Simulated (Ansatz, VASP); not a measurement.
Given: the input of a run of Ansatz 0.2.0 on CuI.

input.yaml

```yaml
crystal:
  lattice:
    - [0.0, 3.051576744, 3.051576744]
    - [3.051576744, 0.0, 3.051576744]
    - [3.051576744, 3.051576744, 0.0]
  atoms:
    - { symbol: I, position: [0.0, 0.0, 0.0] }
    - { symbol: Cu, position: [0.75, 0.75, 0.75] }
kpoints:
  mp_grid: { grid: [8, 8, 8] }
scf:
  occupations: { method: fermi_dirac, width: 0.05 }
hamiltonian:
  xc: pbesol
  pseudopotentials: { kind: all_electron, lapw: { basis_error: 0.0005 } }
output:
  forces: true
  stress: true
  eigenvalues: true
```

Potentials or basis: all-electron LAPW, scalar-relativistic.

Launch:

```console
$ ansatz run input.yaml --threads 1 --pin off --max-ram 3072MiB --backend cpu --events-out ev --progress --plain --runs-dir out
```

Problem. Translate it to VASP 6.6.1. Potentials there: VASP PAW PBE potentials, release 64 (I, Cu).

Solution. As run (the cutoff follows the program's own potentials):

The input INCAR:

```
SYSTEM = CuI
PREC = Accurate
ENCUT = 520
EDIFF = 1E-6
ISMEAR = -1
SIGMA = 0.05
LREAL = .FALSE.
LASPH = .TRUE.
NELM = 60
ALGO = Normal
ISIF = 2
LWAVE = .FALSE.
LCHARG = .FALSE.
GGA = PS
NBANDS = 16
```

The input KPOINTS:

```
regular mesh
0
G
  8 8 8
  0 0 0
```

File POSCAR:

```
CuI
1.0
    0.0000000000      3.0515767440      3.0515767440
    3.0515767440      0.0000000000      3.0515767440
    3.0515767440      3.0515767440      0.0000000000
I Cu
1 1
Direct
    0.0000000000      0.0000000000      0.0000000000
    0.7500000000      0.7500000000      0.7500000000
```

Potentials or basis: VASP PAW PBE potentials, release 64 (I, Cu).

Launch:

```console
$ cat potpaw_PBE.64/I/POTCAR potpaw_PBE.64/Cu/POTCAR > POTCAR
$ mpirun -np 1 vasp_std > vasp.out
```

Both were run:

|  | VASP | Ansatz | Ansatz less VASP |
| --- | --- | --- | --- |
| gap on the k mesh at the Fermi level (eV) | 0.98 | 0.96 | -0.020 |
| least direct gap on the mesh (eV) | 0.98 | 0.96 | -0.020 |
| pressure (GPa) | -2.8 | -3.2 | -0.41 |

VASP's potentials were made for PBE, not for PBEsol. Ansatz ran all-electron here, and VASP with PAW potentials.

Spin-orbit coupling is off throughout.
